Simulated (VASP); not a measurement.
The system is Te2Mo.

```xyz
6
Lattice="3.5182 0.0000 0.0000 -1.7591 3.0469 0.0000 0.0000 0.0000 13.9736" Properties=species:S:1:pos:R:3 pbc="T T T"
Te    0.0000    2.0312    8.6776
Te    1.7591    1.0156    1.6908
Te    0.0000    2.0312   12.2828
Te    1.7591    1.0156    5.2960
Mo    0.0000    2.0312    3.4934
Mo    1.7591    1.0156   10.4802
```

```yaml
Program: VASP 6.6.1
Task: relaxation of cell and atoms
Functional: PBE
Dispersion: D3(BJ)
Potentials_or_basis: VASP PAW PBE potentials, release 64 (Te, Mo_sv)
Cutoff: 600 eV
k_mesh: 10 × 10 × 2
Occupations: gaussian, width 0.05 eV
Spin: no spin polarisation
```

At the start: pressure -0.5 GPa; volume 24.96 Å³/atom.

Task: How do energy, volume and symmetry change on relaxing?

Result: Over 8 steps the energy falls by 4.2 meV/atom and the volume is 24.12 Å³/atom (-3.4 %); space group P6_3/mmc (No. 194, to 0.05 Å).

The path:
```csv
step,energy change (eV),largest force (eV/Å),pressure (GPa),volume (Å³)
1,0.0000,0.1794,-0.54,149.79
2,-0.0099,0.1683,0.08,147.98
3,-0.0109,0.1638,0.36,147.20
4,-0.0140,0.0503,-0.58,147.34
5,-0.0144,0.0050,-0.34,147.30
6,-0.0196,0.0039,-0.25,146.58
7,-0.0252,0.0004,-0.01,145.01
8,-0.0253,0.0022,0.04,144.73
```

Final structure:
```xyz
6
Lattice="3.4940 0.0000 0.0000 -1.7470 3.0259 0.0000 0.0000 0.0000 13.6892" Properties=species:S:1:pos:R:3 pbc="T T T"
Te    0.0000    2.0173    8.4480
Te    1.7470    1.0086    1.6034
Te    0.0000    2.0173   12.0858
Te    1.7470    1.0086    5.2412
Mo    0.0000    2.0173    3.4223
Mo    1.7470    1.0086   10.2669
```
